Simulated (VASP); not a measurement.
# InSb (F-43m) in VASP: further runs, part 3 of 3

VASP 6.6.1. The steps go on from the part before.

### 5 Electric field gradients, PBE (33.64 Å³/atom)

This run uses another cell than the first one, of 33.64 Å³/atom.

INCAR

```
ALGO = Normal
EDIFF = 1E-8
ENCUT = 520
GGA = PE
ISIF = 2
ISMEAR = -1
LASPH = True
LCHARG = False
LEFG = True
LREAL = False
LWAVE = False
NBANDS = 16
NELM = 100
PREC = Accurate
SIGMA = 0.03
```

KPOINTS

```
k-points
0
Gamma
  10 10 10
```

POSCAR

```
InSb
1.0
    0.0000000000      3.2282668087      3.2282668087
    3.2282668087      0.0000000000      3.2282668087
    3.2282668087      3.2282668087      0.0000000000
In Sb
1 1
Direct
    0.0000000000      0.0000000000      0.0000000000
    0.7500000000      0.7500000000      0.7500000000
```

Potentials or basis: VASP PAW PBE potentials, release 64 (In_d, Sb).

The run is started by

```console
> cat potpaw_PBE.64/In_d/POTCAR potpaw_PBE.64/Sb/POTCAR > POTCAR
> mpirun -np 1 vasp_std > vasp.out
```

OUTCAR:

```text
EDIFF = 1E-8
   ENCUT = 520
   GGA = PE
   ISIF = 2
   ISMEAR = -1
   LASPH = True
   LREAL = False
   NELM = 100
   PREC = Accurate

 ion  position               nearest neighbor table
   1  0.000  0.000  0.000-   2 2.80   2 2.80   2 2.80   2 2.80
   2  0.750  0.750  0.750-   1 2.80   1 2.80   1 2.80   1 2.80

  LATTYP: Found a face centered cubic cell.
 ALAT       =     6.4565336174

  Lattice vectors:

 A1 = (   0.0000000000,   3.2282668087,   3.2282668087)
 A2 = (   3.2282668087,   0.0000000000,   3.2282668087)
 A3 = (   3.2282668087,   3.2282668087,   0.0000000000)

Analysis of symmetry for initial positions (statically):
=====================================================================
 Subroutine PRICEL returns:
 Original cell was already a primitive cell.

 Routine SETGRP: Setting up the symmetry group for a
 face centered cubic supercell.

 Subroutine GETGRP returns: Found 24 space group operations
 (whereof 24 operations were pure point group operations)
 out of a pool of 48 trial point group operations.

The static configuration has the point symmetry T_d .

Analysis of symmetry for dynamics (positions and initial velocities):
=====================================================================
 Subroutine PRICEL returns:
 Original cell was already a primitive cell.

 Routine SETGRP: Setting up the symmetry group for a
 face centered cubic supercell.

 Subroutine GETGRP returns: Found 24 space group operations
 (whereof 24 operations were pure point group operations)
 out of a pool of 48 trial point group operations.

The dynamic configuration has the point symmetry T_d .

[... 156 lines left out ...]
      2      -9.4122      2.00000
      3      -9.4122      2.00000
      4      -9.3240      2.00000
      5      -9.3240      2.00000
      6      -5.5681      2.00000
[... 433 lines left out ...]
      3      -9.3768      2.00000
      4      -9.3383      2.00000
      5      -9.3171      2.00000
      6      -4.1768      2.00000
[... 8 lines left out ...]
     15      14.8573      0.00000
     16      15.3597      0.00000

 [... further k-points ...]

------------------------ aborting loop because EDIFF is reached ----------------------------------------

  FORCE on cell =-STRESS in cart. coord.  units (eV):
  Direction    XX          YY          ZZ          XY          YZ          ZX
  --------------------------------------------------------------------------------------
  -------------------------------------------------------------------------------------
  Total        1.5331999      1.5331999      1.5331999     -0.0000000      0.0000000      0.0000000
  in kB       36.5065761     36.5065761     36.5065761     -0.0000000      0.0000000      0.0000000
  external PRESSURE =      36.5065761 kB  Pullay stress =       0.0000000 kB

 VOLUME and BASIS-vectors are now :
 -----------------------------------------------------------------------------
  energy-cutoff  :      520.00
  volume of cell :       67.29
      direct lattice vectors                 reciprocal lattice vectors
     0.000000000  3.228266809  3.228266809    -0.154881870  0.154881870  0.154881870
     3.228266809  0.000000000  3.228266809     0.154881870 -0.154881870  0.154881870
     3.228266809  3.228266809  0.000000000     0.154881870  0.154881870 -0.154881870

 POSITION                                       TOTAL-FORCE (eV/Angst)
 -----------------------------------------------------------------------------------
      0.00000      0.00000      0.00000        -0.000000     -0.000000     -0.000000
      4.84240      4.84240      4.84240         0.000000      0.000000      0.000000
 -----------------------------------------------------------------------------------
    total drift:                                0.000000      0.000000      0.000000

  FREE ENERGIE OF THE ION-ELECTRON SYSTEM (eV)
  ---------------------------------------------------
  free  energy   TOTEN  =        -6.8913839660 eV

  energy  without entropy=       -6.8912379810  energy(sigma->0) =       -6.89131097

 Electric field gradients (V/A^2)
---------------------------------------------------------------------
 ion       V_xx      V_yy      V_zz      V_xy      V_xz      V_yz
---------------------------------------------------------------------
   1       0.000     0.000     0.000     0.001     0.001     0.001
   2      -0.000    -0.000     0.000    -0.000    -0.000    -0.000
---------------------------------------------------------------------

 Electric field gradients after diagonalization (V/A^2)
 (convention: |V_zz| > |V_xx| > |V_yy|)
----------------------------------------------------------------------
 ion       V_xx      V_yy      V_zz     asymmetry (V_yy - V_xx)/ V_zz
----------------------------------------------------------------------
   1      -0.001    -0.001     0.002       0.000
   2       0.000     0.000    -0.000       0.000
----------------------------------------------------------------------

           NMR quadrupolar parameters

 Cq : quadrupolar parameter    Cq=e*Q*V_zz/h
 eta: asymmetry parameters     (V_yy - V_xx)/ V_zz
 Q  : nuclear electric quadrupole moment in mb (millibarn)
----------------------------------------------------------------------
 ion       Cq(MHz)       eta       Q (mb)
----------------------------------------------------------------------
   1       0.000       0.000       1.000
   2      -0.000       0.000       1.000
----------------------------------------------------------------------
```

OSZICAR:

```text
N       E                     dE             d eps       ncg     rms          rms(c)
DAV:   1     0.111709482425E+03    0.11171E+03   -0.79734E+03  1512   0.112E+03
DAV:   2    -0.110412805727E-01   -0.11172E+03   -0.10825E+03  1728   0.279E+02
DAV:   3    -0.680240564785E+01   -0.67914E+01   -0.67692E+01  1896   0.710E+01
DAV:   4    -0.699340196626E+01   -0.19100E+00   -0.19096E+00  1928   0.136E+01
DAV:   5    -0.700379784804E+01   -0.10396E-01   -0.10396E-01  2208   0.259E+00    0.425E+00
DAV:   6    -0.690421547168E+01    0.99582E-01   -0.15323E-01  2120   0.604E+00    0.247E+00
DAV:   7    -0.688970266420E+01    0.14513E-01   -0.71377E-02  2056   0.251E+00    0.632E-01
DAV:   8    -0.689065470153E+01   -0.95204E-03   -0.78384E-03  1976   0.103E+00    0.272E-01
DAV:   9    -0.689130110474E+01   -0.64640E-03   -0.96472E-04  1784   0.264E-01    0.748E-02
DAV:  10    -0.689134066626E+01   -0.39562E-04   -0.46061E-05  2144   0.447E-02    0.381E-02
DAV:  11    -0.689138232089E+01   -0.41655E-04   -0.72834E-05  1680   0.535E-02    0.237E-02
DAV:  12    -0.689138375187E+01   -0.14310E-05   -0.12108E-06  1920   0.718E-03    0.638E-03
DAV:  13    -0.689138399290E+01   -0.24103E-06   -0.13596E-06  1720   0.756E-03    0.345E-03
DAV:  14    -0.689138387960E+01    0.11330E-06   -0.37642E-08  2168   0.110E-03    0.109E-03
DAV:  15    -0.689138389454E+01   -0.14941E-07   -0.67728E-09  1416   0.563E-04    0.507E-04
DAV:  16    -0.689138396387E+01   -0.69323E-07   -0.16921E-09  1360   0.314E-04    0.127E-04
DAV:  17    -0.689138396604E+01   -0.21746E-08   -0.22653E-10   960   0.167E-04
   1 F= -.68913840E+01 E0= -.68913110E+01  d E =-.145985E-03
```

stdout:

```text
POSCAR found type information on POSCAR InSb
 POSCAR found :  2 types and       2 ions
 scaLAPACK will be used
 LDA part: xc-table for (Slater+PW92), standard interpolation
 POSCAR, INCAR and KPOINTS ok, starting setup
 FFT: planning ... GRIDC
 FFT: planning ... GRID_SOFT
 FFT: planning ... GRID
 WAVECAR not read
 entering main loop
ion   1

ion   2
```

It took 1.9 min on 1 thread of Intel Xeon 8259CL, shared host; peak memory 0.23 GiB.

Results:

* Free energy: -6.8914 eV
* Pressure: 3.7 GPa
* Band gap on the k mesh: zero (filled and empty bands touch)
* Largest electric field gradient by atom: zero within the noise of the run

Caveat: the cell stands under pressure; semilocal functionals underestimate gaps, so a narrow gap can read as zero; spin-orbit coupling is left out, which moves the levels of the heavy elements.

### 6 Electric field gradients, PBE (34.66 Å³/atom)

This run uses another cell than the first one, of 34.66 Å³/atom.

INCAR

```
SYSTEM = InSb
ALGO = Normal
EDIFF = 1E-8
ENCUT = 520
GGA = PE
ISIF = 2
ISMEAR = -1
LASPH = .TRUE.
LCHARG = .FALSE.
LEFG = .TRUE.
LREAL = .FALSE.
LWAVE = .FALSE.
NBANDS = 16
NELM = 60
PREC = Accurate
SIGMA = 0.03
```

KPOINTS

```
k-points
0
G
  10 10 10
  0 0 0
```

POSCAR

```
InSb
1.0
    0.0000000000      3.2605516185      3.2605516185
    3.2605516185      0.0000000000      3.2605516185
    3.2605516185      3.2605516185      0.0000000000
In Sb
1 1
Direct
    0.0000000000      0.0000000000      0.0000000000
    0.7500000000      0.7500000000      0.7500000000
```

Potentials or basis: VASP PAW PBE potentials, release 64 (In_d, Sb).

The run is started by

```console
> cat potpaw_PBE.64/In_d/POTCAR potpaw_PBE.64/Sb/POTCAR > POTCAR
> mpirun -np 1 vasp_std > vasp.out
```

OUTCAR:

```text
SYSTEM = InSb
   EDIFF = 1E-8
   ENCUT = 520
   GGA = PE
   ISIF = 2
   ISMEAR = -1
   LASPH = .TRUE.
   LREAL = .FALSE.
   NELM = 60
   PREC = Accurate

 ion  position               nearest neighbor table
   1  0.000  0.000  0.000-   2 2.82   2 2.82   2 2.82   2 2.82
   2  0.750  0.750  0.750-   1 2.82   1 2.82   1 2.82   1 2.82

  LATTYP: Found a face centered cubic cell.
 ALAT       =     6.5211032370

  Lattice vectors:

 A1 = (   0.0000000000,   3.2605516185,   3.2605516185)
 A2 = (   3.2605516185,   0.0000000000,   3.2605516185)
 A3 = (   3.2605516185,   3.2605516185,   0.0000000000)

Analysis of symmetry for initial positions (statically):
=====================================================================
 Subroutine PRICEL returns:
 Original cell was already a primitive cell.

 Routine SETGRP: Setting up the symmetry group for a
 face centered cubic supercell.

 Subroutine GETGRP returns: Found 24 space group operations
 (whereof 24 operations were pure point group operations)
 out of a pool of 48 trial point group operations.

The static configuration has the point symmetry T_d .

Analysis of symmetry for dynamics (positions and initial velocities):
=====================================================================
 Subroutine PRICEL returns:
 Original cell was already a primitive cell.

 Routine SETGRP: Setting up the symmetry group for a
 face centered cubic supercell.

 Subroutine GETGRP returns: Found 24 space group operations
 (whereof 24 operations were pure point group operations)
 out of a pool of 48 trial point group operations.

The dynamic configuration has the point symmetry T_d .

 Subroutine INISYM returns: Found 24 space group operations
 (whereof 24 operations are pure point group operations),
 and found     1 'primitive' translations

----------------------------------------------------------------------------------------

                                     Primitive cell

  volume of cell :      69.3271

  direct lattice vectors                    reciprocal lattice vectors
     0.000000000  3.260551619  3.260551619    -0.153348285  0.153348285  0.153348285
     3.260551619  0.000000000  3.260551619     0.153348285 -0.153348285  0.153348285
     3.260551619  3.260551619  0.000000000     0.153348285  0.153348285 -0.153348285

  length of vectors
     4.611116320  4.611116320  4.611116320     0.265607021  0.265607021  0.265607021

  position of ions in fractional coordinates (direct lattice)
     0.000000000  0.000000000  0.000000000
     0.750000000  0.750000000  0.750000000

  ion indices of the primitive-cell ions
   primitive index   ion index
                 1           1
                 2           2

----------------------------------------------------------------------------------------

 KPOINTS: k-points

Automatic generation of k-mesh.
 Grid dimensions read from file:
 generate k-points for:   10   10   10

 Generating k-lattice:

[... 70 lines left out ...]
   TEBEG  =    0.0;   TEEND  =   0.0 temperature during run
   PSTRESS=    0.0 pullay stress
   NELECT =      18.0000    total number of electrons
   NUPDOWN=      -1.0000    fix difference up-down
   EMIN   =  10.00;   EMAX   =-10.00  energy-range for DOS
   EFERMI =   0.00;   METHOD = LEGACY
   ISMEAR =    -1;   SIGMA  =   0.03  broadening in eV -4-tet -1-fermi 0-gaus
   EFERMI_NEDOS =   21; number of points for ismear=-14 and -15
   IALGO  =     38    algorithm
   IMIX   =      4    mixing-type and parameters
     AMIX     =   0.40;   BMIX     =  1.00
     AMIX_MAG =   1.60;   BMIX_MAG =  1.00
  volume/ion in A,a.u.               =      34.66       233.92
  Fermi-wavevector in a.u.,A,eV,Ry     =   1.044395  1.973619 14.840690  1.090760
  Thomas-Fermi vector in A             =   2.179145
   LORBIT       =      0    0 simple, 1 ext, 2 COOP (PROOUT), +10 PAW based schemes
   GGA     = PE    functional components
   LHFCALC =     F    Hartree Fock is set to
   AEXX    =    0.0000 exact exchange contribution
   IVDW    =     0    specifies the selected vdW correction
   LEPSILON=     F    determine dielectric tensor
   LRPA    =     F    only Hartree local field effects (RPA)
 non-spin polarized calculation
  energy-cutoff  :      520.00
  volume of cell :       69.33
 maximum number of plane-waves:      1893
 NGX is ok and might be reduce to    36
   NGX = 17   NGY = 17   NGZ = 17

 number of electron      17.9999994 magnetization

 Free energy of the ion-electron system (eV)
  ---------------------------------------------------
  ext. energy  EPLUGINS =         0.00000000
  ---------------------------------------------------
  free energy    TOTEN  =        -6.92836201 eV

  energy without entropy =       -6.92821175  energy(sigma->0) =       -6.92828688

 E-fermi :   4.9273     XC(G=0):  -8.6026

 val. band max:        4.9017331248   @ k =   0.0000   0.0000   0.0000
 cond. band min:       5.4062724558   @ k =   0.5000   0.0000   0.0000
 fundamental gap:      0.5045393309
 Fermi energy:         4.9272874392

 k-point     1 :       0.0000    0.0000    0.0000
  band No.  band energies     occupation
      1      -9.6632      2.00000
      2      -9.6632      2.00000
      3      -9.6632      2.00000
      4      -9.5833      2.00000
      5      -9.5833      2.00000
      6      -5.6939      2.00000
[... 433 lines left out ...]
      3      -9.6316      2.00000
      4      -9.5958      2.00000
      5      -9.5770      2.00000
      6      -4.3709      2.00000
[... 8 lines left out ...]
     15      14.4648      0.00000
     16      14.9079      0.00000

 [... further k-points ...]

------------------------ aborting loop because EDIFF is reached ----------------------------------------

  FORCE on cell =-STRESS in cart. coord.  units (eV):
  Direction    XX          YY          ZZ          XY          YZ          ZX
  --------------------------------------------------------------------------------------
  -------------------------------------------------------------------------------------
  Total        0.9307072      0.9307072      0.9307072     -0.0000000      0.0000000      0.0000000
  in kB       21.5090105     21.5090105     21.5090105     -0.0000000      0.0000000      0.0000000
  external PRESSURE =      21.5090105 kB  Pullay stress =       0.0000000 kB

 VOLUME and BASIS-vectors are now :
 -----------------------------------------------------------------------------
  energy-cutoff  :      520.00
  volume of cell :       69.33
      direct lattice vectors                 reciprocal lattice vectors
     0.000000000  3.260551619  3.260551619    -0.153348285  0.153348285  0.153348285
     3.260551619  0.000000000  3.260551619     0.153348285 -0.153348285  0.153348285
     3.260551619  3.260551619  0.000000000     0.153348285  0.153348285 -0.153348285

 POSITION                                       TOTAL-FORCE (eV/Angst)
 -----------------------------------------------------------------------------------
      0.00000      0.00000      0.00000        -0.000000     -0.000000     -0.000000
      4.89083      4.89083      4.89083         0.000000      0.000000      0.000000
 -----------------------------------------------------------------------------------
    total drift:                                0.000000      0.000000      0.000000

  FREE ENERGIE OF THE ION-ELECTRON SYSTEM (eV)
  ---------------------------------------------------
  free  energy   TOTEN  =        -6.9283620112 eV

  energy  without entropy=       -6.9282117457  energy(sigma->0) =       -6.92828688

 Electric field gradients (V/A^2)
---------------------------------------------------------------------
 ion       V_xx      V_yy      V_zz      V_xy      V_xz      V_yz
---------------------------------------------------------------------
   1       0.000     0.000     0.000     0.002     0.002     0.002
   2       0.000     0.000     0.000    -0.000    -0.000    -0.000
---------------------------------------------------------------------

 Electric field gradients after diagonalization (V/A^2)
 (convention: |V_zz| > |V_xx| > |V_yy|)
----------------------------------------------------------------------
 ion       V_xx      V_yy      V_zz     asymmetry (V_yy - V_xx)/ V_zz
----------------------------------------------------------------------
   1      -0.002    -0.002     0.004       0.000
   2       0.000     0.000    -0.000       0.000
----------------------------------------------------------------------

           NMR quadrupolar parameters

 Cq : quadrupolar parameter    Cq=e*Q*V_zz/h
 eta: asymmetry parameters     (V_yy - V_xx)/ V_zz
 Q  : nuclear electric quadrupole moment in mb (millibarn)
----------------------------------------------------------------------
 ion       Cq(MHz)       eta       Q (mb)
----------------------------------------------------------------------
   1       0.000       0.000       1.000
   2      -0.000       0.000       1.000
----------------------------------------------------------------------
```

stdout:

```text
POSCAR found type information on POSCAR InSb
 POSCAR found :  2 types and       2 ions
 scaLAPACK will be used
 LDA part: xc-table for (Slater+PW92), standard interpolation
 POSCAR, INCAR and KPOINTS ok, starting setup
 FFT: planning ... GRIDC
 FFT: planning ... GRID_SOFT
 FFT: planning ... GRID
 WAVECAR not read
 entering main loop
ion   1

ion   2
```

It took 95 s on 1 thread of Intel Xeon 8259CL, shared host; peak memory 0.23 GiB.

What came out:

| Quantity | Value |
| --- | --- |
| Free energy | -6.9284 eV |
| Pressure | 2.2 GPa |
| Band gap on the k mesh | zero (filled and empty bands touch) |
| Largest electric field gradient by atom | zero within the noise of the run |

Levels at points of the mesh, in eV from the Fermi level:
```tsv
k point	band 7	band 8	band 9	band 10	band 11	band 12
(0.00, 0.00, 0.00)	-0.33	-0.03	-0.03	-0.03	2.94	2.94
(0.50, 0.00, 0.00)	-5.55	-1.00	-1.00	0.48	3.78	3.78
(0.50, 0.50, 0.00)	-5.86	-2.22	-2.22	1.32	1.36	8.01
```

Caveat: semilocal functionals underestimate gaps, so a narrow gap can read as zero; spin-orbit coupling is left out, which moves the levels of the heavy elements.

### 7 Summary

| cell | gap on the mesh (eV) | pressure (GPa) |
| --- | --- | --- |
| a = 4.519 Å, angles 60.0°, 2 atoms | - | 5.4 |
| a = 4.565 Å, angles 60.0°, 2 atoms | none | 3.7 |
| a = 4.611 Å, angles 60.0°, 2 atoms | none | 2.2 |

Alike in all rows: task electric field gradients; level PBE; potentials or basis VASP PAW PBE potentials, release 64 (In_d, Sb); no spin polarisation; k mesh 10 × 10 × 10; cutoff (eV) 520; smearing fermi-dirac 0.03 eV.

Caveats: spin-orbit coupling is left out, which moves the levels of the heavy elements; the cell stands under pressure (at least some runs); semilocal functionals underestimate gaps, so a narrow gap can read as zero (at least some runs).

Total energies depend on the potentials used, so only differences within one code and one set of settings carry meaning.
